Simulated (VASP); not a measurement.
Write the native input for VASP 6.6.1 that does the following.

| Quantity | Value |
| --- | --- |
| Task | single point |
| Functional | LDA |
| Potentials or basis | VASP PAW LDA potentials, release 64 (C) |
| Cutoff | 520 eV |
| k mesh | 18 × 18 × 6 |
| Occupations | gaussian, width 0.1 eV |
| Spin | no spin polarisation |
| Dipole correction | no |
| Further INCAR settings | ALGO = Normal; EDIFF = 1e-07; NBANDS = 11 |

The structure of C lies in POSCAR:

```
C
1.0
    2.4447829893      0.0000000000      0.0000000000
   -1.2223914946      2.1172441755      0.0000000000
    0.0000000000      0.0000000000      8.5257692348
C
2
Direct
    0.3333333333      0.6666666667      0.0000000000
    0.6666666667      0.3333333333      0.0000000000
```

One way to write it, as run:

INCAR

```
PREC = Accurate
ENCUT = 520
EDIFF = 1E-7
ISMEAR = 0
SIGMA = 0.1
LREAL = False
LASPH = True
NELM = 80
ALGO = Normal
ISIF = 2
LWAVE = False
LCHARG = True
GGA = CA
LELF = True
LVHAR = True
NBANDS = 11
```

KPOINTS

```
regular mesh
0
Gamma
  18 18 6
```

Potentials or basis: VASP PAW LDA potentials, release 64 (C).

Run with:

```console
$ cat potpaw_LDA.64/C/POTCAR > POTCAR
$ mpirun -np 1 vasp_std > vasp.out
```

Results of the run:

| Quantity | Value |
| --- | --- |
| Band gap on the k mesh | zero (filled and empty bands touch) |

Wall time 51 s on 1 thread of Intel Xeon 6975P-C, with other jobs on the host, peak memory 0.17 GiB.
